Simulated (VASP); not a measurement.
# MgS (Niningerite) (Fm-3m) in VASP: notebook

The runs below take MgS (Niningerite) through single point, with PBEsol, revPBE, RPBE+D3(BJ), RPBE.

Everything below comes from runs of VASP 6.6.1. Logs are shortened: lines on timing, memory, paths and dates and some standing lists are left out, and cuts for length are marked.

**1. The cell of the first run**

It takes space group Fm-3m (No. 225, cubic). Conventional cell: a = 5.203 Å, b = 5.203 Å, c = 5.203 Å, α = 90.00°, β = 90.00°, γ = 90.00°. S (site symmetry m-3m) has 6 Mg at 2.60 Å within 3.4 Å. Within 3.4 Å of Mg (site symmetry m-3m) lie 6 S at 2.60 Å.

**2. Single point, PBEsol**

Contents of INCAR:

```
  PREC = Accurate
  ENCUT = 520
  EDIFF = 1E-6
  ISMEAR = 0
  SIGMA = 0.02
  LREAL = F
  LASPH = T
  NELM = 60
  ALGO = Normal
  ISIF = 2
  LWAVE = F
  LCHARG = F
  GGA = PS
  NBANDS = 11
```

Contents of KPOINTS:

```
Automatic mesh
0
Gamma
  9 9 9
```

Contents of POSCAR:

```
MgS
1.0
    0.0000000000      2.6016500000      2.6016500000
    2.6016500000      0.0000000000      2.6016500000
    2.6016500000      2.6016500000      0.0000000000
S Mg
1 1
Direct
    0.5000000000      0.5000000000      0.5000000000
    0.0000000000      0.0000000000      0.0000000000
```

Potentials or basis: VASP PAW PBE potentials, release 64 (S, Mg).

On the command line:

```
$ cat potpaw_PBE.64/S/POTCAR potpaw_PBE.64/Mg/POTCAR > POTCAR
$ mpirun -np 1 vasp_std > vasp.out
```

OUTCAR:

```text
PREC = Accurate
   ENCUT = 520
   EDIFF = 1E-6
   ISMEAR = 0
   LREAL = F
   LASPH = T
   NELM = 60
   ISIF = 2
   GGA = PS

 ion  position               nearest neighbor table
   1  0.500  0.500  0.500-   2 2.60   2 2.60   2 2.60   2 2.60   2 2.60   2 2.60
   2  0.000  0.000  0.000-   1 2.60   1 2.60   1 2.60   1 2.60   1 2.60   1 2.60

  LATTYP: Found a face centered cubic cell.
 ALAT       =     5.2033000000

  Lattice vectors:

 A1 = (   0.0000000000,   2.6016500000,   2.6016500000)
 A2 = (   2.6016500000,   0.0000000000,   2.6016500000)
 A3 = (   2.6016500000,   2.6016500000,   0.0000000000)

Analysis of symmetry for initial positions (statically):
[... 33 lines left out ...]
                                     Primitive cell

  volume of cell :      35.2190

  direct lattice vectors                    reciprocal lattice vectors
     0.000000000  2.601650000  2.601650000    -0.192185728  0.192185728  0.192185728
     2.601650000  0.000000000  2.601650000     0.192185728 -0.192185728  0.192185728
     2.601650000  2.601650000  0.000000000     0.192185728  0.192185728 -0.192185728

  length of vectors
     3.679288715  3.679288715  3.679288715     0.332875446  0.332875446  0.332875446

  position of ions in fractional coordinates (direct lattice)
[... 8 lines left out ...]
----------------------------------------------------------------------------------------

 KPOINTS: Automatic mesh

Automatic generation of k-mesh.
 Grid dimensions read from file:
 generate k-points for:    9    9    9

 Generating k-lattice:

  Cartesian coordinates                     Fractional coordinates (reciprocal lattice)
    -0.021353970  0.021353970  0.021353970     0.111111111  0.000000000  0.000000000
     0.021353970 -0.021353970  0.021353970     0.000000000  0.111111111  0.000000000
     0.021353970  0.021353970 -0.021353970     0.000000000  0.000000000  0.111111111

  Length of vectors
     0.036986161  0.036986161  0.036986161

  Shift w.r.t. Gamma in fractional coordinates (k-lattice)
     0.000000000  0.000000000  0.000000000

 Subroutine IBZKPT returns following result:
 ===========================================

 Found     35 irreducible k-points:

 Following reciprocal coordinates:
            Coordinates               Weight
  0.000000  0.000000  0.000000      1.000000
  0.111111  0.000000  0.000000      8.000000
  0.222222  0.000000  0.000000      8.000000
  0.333333  0.000000  0.000000      8.000000
  0.444444  0.000000  0.000000      8.000000
  0.111111  0.111111  0.000000      6.000000
[... 16 lines left out ...]
 -0.333333  0.333333  0.000000     12.000000
  0.444444  0.444444  0.000000      6.000000
 [... further k-points ...]
   k-points           NKPTS =     35   k-points in BZ     NKDIM =     35   number of bands    NBANDS=     11
   number of dos      NEDOS =    301   number of ions     NIONS =      2
   total plane-waves  NPLWV =  21952
   dimension x,y,z NGX =    28 NGY =   28 NGZ =   28
   dimension x,y,z NGXF=    56 NGYF=   56 NGZF=   56
   ions per type =               1   1
   NGX,Y,Z   is equivalent  to a cutoff of  12.65, 12.65, 12.65 a.u.
   NGXF,Y,Z  is equivalent  to a cutoff of  25.30, 25.30, 25.30 a.u.
 SYSTEM =  unknown system
   PREC   = accura    normal or accurate (medium, high low for compatibility)
   ISTART =      0    job   : 0-new  1-cont  2-samecut
   ICHARG =      2    charge: 1-file 2-atom 10-const
   ISPIN  =      1    spin polarized calculation?
   LNONCOLLINEAR =      F non collinear calculations
   LSORBIT =      F    spin-orbit coupling
   LASPH  =      T    aspherical Exc in radial PAW
   ENCUT  =  520.0 eV  38.22 Ry    6.18 a.u.   6.84  6.84  6.84*2*pi/ulx,y,z
   NELM   =     60;   NELMIN=  2; NELMDL= -5     # of ELM steps
   EDIFF  = 0.1E-05   stopping-criterion for ELM
   LREAL  =      F    real-space projection
   EDIFFG = 0.1E-04   stopping-criterion for IOM
   NSW    =      0    number of steps for IOM
   IBRION =     -1    ionic relax: 0-MD 1-quasi-New 2-CG
[... 8 lines left out ...]
   EMIN   =  10.00;   EMAX   =-10.00  energy-range for DOS
   EFERMI =   0.00;   METHOD = LEGACY
   ISMEAR =     0;   SIGMA  =   0.02  broadening in eV -4-tet -1-fermi 0-gaus
   EFERMI_NEDOS =   21; number of points for ismear=-14 and -15
   IALGO  =     38    algorithm
   IMIX   =      4    mixing-type and parameters
     AMIX     =   0.40;   BMIX     =  1.00
     AMIX_MAG =   1.60;   BMIX_MAG =  1.00
  volume/ion in A,a.u.               =      17.61       118.83
  Fermi-wavevector in a.u.,A,eV,Ry     =   0.998878  1.887606 13.575323  0.997758
  Thomas-Fermi vector in A             =   2.131131
   LORBIT       =      0    0 simple, 1 ext, 2 COOP (PROOUT), +10 PAW based schemes
   GGA     = PS    functional components
   LHFCALC =     F    Hartree Fock is set to
   AEXX    =    0.0000 exact exchange contribution
   IVDW    =     0    specifies the selected vdW correction
   LEPSILON=     F    determine dielectric tensor
   LRPA    =     F    only Hartree local field effects (RPA)
 non-spin polarized calculation
 Gauss-broadening in eV      SIGMA  =   0.02
  energy-cutoff  :      520.00
  volume of cell :       35.22
 maximum number of plane-waves:       958
   NGX = 13   NGY = 13   NGZ = 13

 number of electron       8.0000000 magnetization

 Free energy of the ion-electron system (eV)
  ---------------------------------------------------
  ext. energy  EPLUGINS =         0.00000000
  ---------------------------------------------------
  free energy    TOTEN  =        -9.07352291 eV

  energy without entropy =       -9.07352291  energy(sigma->0) =       -9.07352291

 E-fermi :   3.8105     XC(G=0):  -9.8366

 val. band max:        3.6751567922   @ k =   0.0000   0.0000   0.0000
 cond. band min:       6.5092651922   @ k =   0.4444   0.4444   0.0000
 fundamental gap:      2.8341084000
 Fermi energy:         3.8105477292

 k-point     1 :       0.0000    0.0000    0.0000
  band No.  band energies     occupation
      1      -9.0080      2.00000
      2       3.6752      2.00000
      3       3.6752      2.00000
      4       3.6752      2.00000
      5       7.2683      0.00000
      6      11.5294      0.00000
      7      11.5294      0.00000
      8      11.5294      0.00000
      9      13.9866      0.00000
     10      13.9866      0.00000
     11      15.9716      0.00000

 k-point     2 :       0.1111    0.0000    0.0000
  band No.  band energies     occupation
      1      -8.8868      2.00000
      2       2.7910      2.00000
      3       3.5923      2.00000
      4       3.5923      2.00000
      5       7.9596      0.00000
      6      11.2289      0.00000
      7      11.7475      0.00000
      8      11.7475      0.00000
      9      13.4070      0.00000
     10      13.4070      0.00000
     11      16.3106      0.00000

 k-point     3 :       0.2222    0.0000    0.0000
  band No.  band energies     occupation
      1      -8.5500      2.00000
      2       1.2150      2.00000
      3       3.4003      2.00000
      4       3.4003      2.00000
      5       8.5206      0.00000
      6      11.5799      0.00000
      7      11.5799      0.00000
      8      11.5852      0.00000
      9      13.5887      0.00000
     10      13.5887      0.00000
     11      15.6101      0.00000

 k-point     4 :       0.3333    0.0000    0.0000
  band No.  band energies     occupation
      1      -8.0960      2.00000
      2      -0.2179      2.00000
      3       3.2065      2.00000
      4       3.2065      2.00000
      5       8.3173      0.00000
      6      10.9344      0.00000
      7      10.9344      0.00000
      8      12.9537      0.00000
      9      15.0839      0.00000
     10      15.1184      0.00000
     11      15.1184      0.00000

 k-point     5 :       0.4444    0.0000    0.0000
  band No.  band energies     occupation
      1      -7.7370      2.00000
      2      -1.0980      2.00000
      3       3.0913      2.00000
      4       3.0913      2.00000
      5       8.1054      0.00000
      6      10.5511      0.00000
      7      10.5511      0.00000
      8      13.7048      0.00000
      9      15.4603      0.00000
     10      17.2197      0.00000
     11      17.2197      0.00000
[... 211 lines left out ...]
 k-point    21 :       0.4444    0.3333    0.0000
  band No.  band energies     occupation
      1      -7.5318      2.00000
      2      -0.2075      2.00000
      3       1.7642      2.00000
      4       2.1827      2.00000
      5       7.2179      0.00000
      6       8.6695      0.00000
      7      13.6564      0.00000
      8      14.3740      0.00000
      9      16.2120      0.00000
     10      17.5645      0.00000
     11      20.3288      0.00000

 k-point    22 :      -0.4444    0.3333    0.0000
  band No.  band energies     occupation
      1      -7.3443      2.00000
      2      -0.2616      2.00000
      3       0.8471      2.00000
      4       2.2606      2.00000
      5       7.4424      0.00000
      6       9.9020      0.00000
      7      13.4383      0.00000
      8      13.4832      0.00000
      9      15.9736      0.00000
     10      17.7923      0.00000
     11      20.1372      0.00000

 k-point    23 :      -0.3333    0.3333    0.0000
  band No.  band energies     occupation
      1      -7.3744      2.00000
      2      -0.0053      2.00000
      3       0.2974      2.00000
      4       2.5192      2.00000
      5       8.0123      0.00000
      6      11.3136      0.00000
      7      12.5237      0.00000
      8      12.8184      0.00000
      9      15.2763      0.00000
     10      16.0546      0.00000
     11      20.2567      0.00000

 k-point    24 :       0.4444    0.4444    0.0000
  band No.  band energies     occupation
      1      -7.3714      2.00000
      2      -0.4884      2.00000
      3       2.0058      2.00000
      4       2.0058      2.00000
      5       6.5093      0.00000
      6       7.9811      0.00000
      7      15.1933      0.00000
      8      16.3764      0.00000
      9      16.5783      0.00000
     10      16.5783      0.00000
     11      19.9342      0.00000

 [... further k-points ...]
[... 5 lines left out ...]
  --------------------------------------------------------------------------------------
  -------------------------------------------------------------------------------------
  Total       -0.2515727     -0.2515727     -0.2515727      0.0000000      0.0000000     -0.0000000
  in kB      -11.4445193    -11.4445193    -11.4445193      0.0000000      0.0000000     -0.0000000
  external PRESSURE =     -11.4445193 kB  Pullay stress =       0.0000000 kB

 VOLUME and BASIS-vectors are now :
 -----------------------------------------------------------------------------
  energy-cutoff  :      520.00
  volume of cell :       35.22
      direct lattice vectors                 reciprocal lattice vectors
     0.000000000  2.601650000  2.601650000    -0.192185728  0.192185728  0.192185728
     2.601650000  0.000000000  2.601650000     0.192185728 -0.192185728  0.192185728
     2.601650000  2.601650000  0.000000000     0.192185728  0.192185728 -0.192185728

 POSITION                                       TOTAL-FORCE (eV/Angst)
 -----------------------------------------------------------------------------------
      2.60165      2.60165      2.60165         0.000000      0.000000      0.000000
      0.00000      0.00000      0.00000        -0.000000     -0.000000     -0.000000
 -----------------------------------------------------------------------------------
    total drift:                                0.000000      0.000000      0.000000

  FREE ENERGIE OF THE ION-ELECTRON SYSTEM (eV)
  ---------------------------------------------------
  free  energy   TOTEN  =        -9.0735229089 eV

  energy  without entropy=       -9.0735229089  energy(sigma->0) =       -9.07352291
```

Wall time 23 s (1 thread of Intel Xeon 8259CL, shared host); peak memory 0.16 GiB.

Results:

```
Free energy            : -9.0735 eV
Pressure               : -1.1 GPa
Band gap on the k mesh : 2.83 eV, indirect (least direct gap 3.59 eV)
```

Levels at points of the mesh, in eV from the valence-band top:
```
           k point  band 1  band 2  band 3  band 4  band 5  band 6  band 7  band 8
(0.00, 0.00, 0.00)  -12.68    0.00    0.00    0.00    3.59    7.85    7.85    7.85
```

Caveat: the PAW data sets were made with another functional, which shifts forces and pressure a little. A k mesh can miss the band edges.

**3. Single point, revPBE**

Contents of INCAR:

```
PREC = Accurate
ENCUT = 520
EDIFF = 1E-6
ISMEAR = -1
SIGMA = 0.05
LREAL = False
LASPH = True
NELM = 60
ALGO = Normal
ISIF = 2
LWAVE = False
LCHARG = False
GGA = RE
NBANDS = 11
```

KPOINTS is that of step 2.

POSCAR is that of step 2.

Potentials or basis: VASP PAW PBE potentials, release 64 (S, Mg).

On the command line:

```
$ cat potpaw_PBE.64/S/POTCAR potpaw_PBE.64/Mg/POTCAR > POTCAR
$ mpirun -np 1 vasp_std > vasp.out
```

It took 22 s on 1 thread of Intel Xeon 8259CL, shared host; peak memory 0.16 GiB.

Results (log left out):

```
Free energy            : -8.0251 eV
Pressure               : 2.5 GPa
Band gap on the k mesh : 3.02 eV, indirect (least direct gap 3.84 eV)
```

Levels at points of the mesh, in eV from the valence-band top:
| k point | band 1 | band 2 | band 3 | band 4 | band 5 | band 6 | band 7 | band 8 |
| --- | --- | --- | --- | --- | --- | --- | --- | --- |
| (0.00, 0.00, 0.00) | -12.66 | 0.00 | 0.00 | 0.00 | 3.84 | 7.98 | 7.98 | 7.98 |

Caveat: the PAW data sets were made with another functional, which shifts forces and pressure a little.

**4. Single point, RPBE+D3(BJ)**

Contents of INCAR:

```
ALGO = Normal ; EDIFF = 1E-7
ENCUT = 520 ; GGA = RP
ISIF = 2 ; ISMEAR = 0
IVDW = 12 ; LASPH = True
LCHARG = True ; LELF = True
LREAL = False ; LVHAR = True
LWAVE = False ; NBANDS = 11
NELM = 80 ; PREC = Accurate
SIGMA = 0.1
```

Contents of KPOINTS:

```
k-points
0
Gamma
  9 9 9
```

POSCAR is that of step 3.

Potentials or basis: VASP PAW PBE potentials, release 64 (S, Mg).

On the command line:

```
$ cat potpaw_PBE.64/S/POTCAR potpaw_PBE.64/Mg/POTCAR > POTCAR
$ mpirun -np 1 vasp_std > vasp.out
```

OUTCAR:

```text
EDIFF = 1E-7
   ENCUT = 520
   GGA = RP
   ISIF = 2
   ISMEAR = 0
   IVDW = 12
   LASPH = True
   LREAL = False
   NELM = 80
   PREC = Accurate
 IVDW          = 12

 ion  position               nearest neighbor table
   1  0.500  0.500  0.500-   2 2.60   2 2.60   2 2.60   2 2.60   2 2.60   2 2.60
   2  0.000  0.000  0.000-   1 2.60   1 2.60   1 2.60   1 2.60   1 2.60   1 2.60

  LATTYP: Found a face centered cubic cell.
 ALAT       =     5.2033000000

  Lattice vectors:
[... 523 lines left out ...]

------------------------ aborting loop because EDIFF is reached ----------------------------------------

 Edisp (eV)   -2.84847

 E8    (eV) :    -1.6924

  FORCE on cell =-STRESS in cart. coord.  units (eV):
  Direction    XX          YY          ZZ          XY          YZ          ZX
  --------------------------------------------------------------------------------------
  -------------------------------------------------------------------------------------
  Total      -2.99395    -2.99395    -2.99395    -0.00000     0.00000    -0.00000
  in kB    -136.20034  -136.20034  -136.20034    -0.00000     0.00000    -0.00000
  external pressure =     -136.20 kB  Pullay stress =        0.00 kB

 VOLUME and BASIS-vectors are now :
 -----------------------------------------------------------------------------
  energy-cutoff  :      520.00
  volume of cell :       35.22
      direct lattice vectors                 reciprocal lattice vectors
     0.000000000  2.601650000  2.601650000    -0.192185728  0.192185728  0.192185728
     2.601650000  0.000000000  2.601650000     0.192185728 -0.192185728  0.192185728
     2.601650000  2.601650000  0.000000000     0.192185728  0.192185728 -0.192185728

 POSITION                                       TOTAL-FORCE (eV/Angst)
 -----------------------------------------------------------------------------------
      2.60165      2.60165      2.60165        -0.000000     -0.000000     -0.000000
      0.00000      0.00000      0.00000         0.000000      0.000000      0.000000
 -----------------------------------------------------------------------------------
    total drift:                                0.000000      0.000000      0.000000

  FREE ENERGIE OF THE ION-ELECTRON SYSTEM (eV)
  ---------------------------------------------------
  free  energy   TOTEN  =       -10.8114450966 eV

  energy  without entropy=      -10.8114450966  energy(sigma->0) =      -10.81144510
```

OSZICAR:

```text
N       E                     dE             d eps       ncg     rms          rms(c)
DAV:   1     0.235363983606E+02    0.23536E+02   -0.36397E+03   802   0.600E+02
DAV:   2    -0.692344403032E+01   -0.30460E+02   -0.28555E+02  1012   0.978E+01
DAV:   3    -0.834241720486E+01   -0.14190E+01   -0.14167E+01   967   0.231E+01
DAV:   4    -0.835057663745E+01   -0.81594E-02   -0.81588E-02   919   0.213E+00
DAV:   5    -0.835065192622E+01   -0.75289E-04   -0.75288E-04   932   0.198E-01    0.513E+00
DAV:   6    -0.799755535794E+01    0.35310E+00   -0.74295E-01   863   0.345E+00    0.404E+00
DAV:   7    -0.796060014960E+01    0.36955E-01   -0.23612E-01   917   0.217E+00    0.256E+00
DAV:   8    -0.796314040521E+01   -0.25403E-02   -0.19493E-02   839   0.871E-01    0.107E+00
DAV:   9    -0.796292690273E+01    0.21350E-03   -0.78076E-04   842   0.167E-01    0.379E-01
DAV:  10    -0.796297628918E+01   -0.49386E-04   -0.22940E-04   929   0.738E-02    0.538E-02
DAV:  11    -0.796297695722E+01   -0.66805E-06   -0.30413E-05   914   0.262E-02    0.347E-02
DAV:  12    -0.796297652137E+01    0.43585E-06   -0.30236E-06   963   0.924E-03    0.360E-03
DAV:  13    -0.796297650703E+01    0.14348E-07   -0.53804E-08   809   0.149E-03
   1 F= -.10811445E+02 E0= -.10811445E+02  d E =-.202809E-11
```

It took 24 s on 1 thread of Intel Xeon 8259CL, shared host; peak memory 0.17 GiB.

Results:

- Free energy: -10.8114 eV
- Pressure: -13.6 GPa
- Band gap on the k mesh: 3.04 eV, indirect (least direct gap 3.87 eV)
- Dispersion energy per atom: -1.424 eV

Levels at points of the mesh, in eV from the valence-band top:
```tsv
k point	band 1	band 2	band 3	band 4	band 5	band 6	band 7	band 8
(0.00, 0.00, 0.00)	-12.65	0.00	0.00	0.00	3.87	7.99	7.99	7.99
```

Caveat: the PAW data sets were made with another functional, which shifts forces and pressure a little. Expect the measured gap to be larger: semilocal functionals such as RPBE lack the derivative discontinuity.

**5. Single point, RPBE**

Contents of INCAR:

```
SYSTEM = MgS
ALGO = Normal ; EDIFF = 1E-6
ENCUT = 520 ; GGA = RP
ISIF = 2 ; ISMEAR = 0
LASPH = .True. ; LCHARG = .True.
LELF = .True. ; LREAL = .False.
LVHAR = .True. ; LWAVE = .False.
NBANDS = 11 ; NELM = 80
PREC = Accurate ; SIGMA = 0.1
```

Contents of KPOINTS:

```
k-points
0
Gamma
  9 9 9
  0 0 0
```

POSCAR is that of step 4.

On the command line:

```
$ cat potpaw_PBE.64/S/POTCAR potpaw_PBE.64/Mg/POTCAR > POTCAR
$ mpirun -np 1 vasp_std > vasp.out
```

Wall time 21 s (1 thread of Intel Xeon 8259CL, shared host); peak memory 0.16 GiB.

The run converged. Its results:

```yaml
Free_energy: -7.9630 eV
Pressure: 3.0 GPa
Band_gap_on_the_k_mesh: 3.04 eV, indirect (least direct gap 3.87 eV)
```

Levels at points of the mesh, in eV from the valence-band top:
| k point | band 2 | band 3 | band 4 | band 5 | band 6 | band 7 |
| --- | --- | --- | --- | --- | --- | --- |
| (0.00, 0.00, 0.00) | 0.00 | 0.00 | 0.00 | 3.87 | 7.99 | 7.99 |

Caveat: the PAW data sets were made with another functional, which shifts forces and pressure a little. A hybrid or GW would open this gap; RPBE tends to underestimate it.

**6. The runs side by side**

| level | smearing | gap on the mesh (eV) | pressure (GPa) |
| --- | --- | --- | --- |
| PBEsol | gaussian 0.02 eV | 2.83 | -1.1 |
| revPBE | fermi-dirac 0.05 eV | 3.02 | 2.5 |
| RPBE+D3(BJ) | gaussian 0.1 eV | 3.04 | -13.6 |
| RPBE | gaussian 0.1 eV | 3.04 | 3.0 |

Alike in all rows: task single point; potentials or basis VASP PAW PBE potentials, release 64 (S, Mg); no spin polarisation; cell as given; k mesh 9 × 9 × 9; cutoff (eV) 520.

On the cell as given the gap runs from 2.83 eV (PBEsol) to 3.04 eV (RPBE+D3(BJ)). The pressure there spans -13.6 GPa (RPBE+D3(BJ)) to 3.0 GPa (RPBE); a positive pressure means that this level wants a larger cell, a negative one a smaller.

Caveats: the PAW data sets were made with another functional, which shifts forces and pressure a little.

Absolute energies hang on the potentials; compare differences alone.
